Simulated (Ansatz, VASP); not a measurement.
## Two plane-wave programs on Nb

```
Nb
1.0
    -1.66395    1.66395    1.53915
     1.66395   -1.66395    1.53915
     1.66395    1.66395   -1.53915
Nb
1
Cartesian
  0.0000 0.0000 0.0000
```

Change from the starting cell: strain -0.0750 x Voigt [0, 0, 1, 0, 0, 0], atoms carried along.

Alike in both runs: task single point; functional PBEsol; k mesh 20 × 20 × 20; occupations gaussian, width 0.15 eV; no spin polarisation.

|  | VASP | Ansatz |
| --- | --- | --- |
| version | VASP 6.6.1 | Ansatz 0.2.0 |
| potentials or method | VASP PAW PBE potentials, release 64 (Nb_sv), cutoff 520 eV | scalar-relativistic, plane waves, PAW |
| valence electrons in the cell | 13 | 13 |

```csv
,VASP,Ansatz,Ansatz less VASP
gap on the k mesh at the Fermi level (eV),none,none,-
pressure (GPa),5.3,5.7,+0.31
"traceless stress, the component that is largest in VASP (GPa)",5.81,5.86,+0.049
```

VASP's potentials were made for PBE, not for PBEsol. A gap of «none» marks a metal or a gap that the smearing closes.
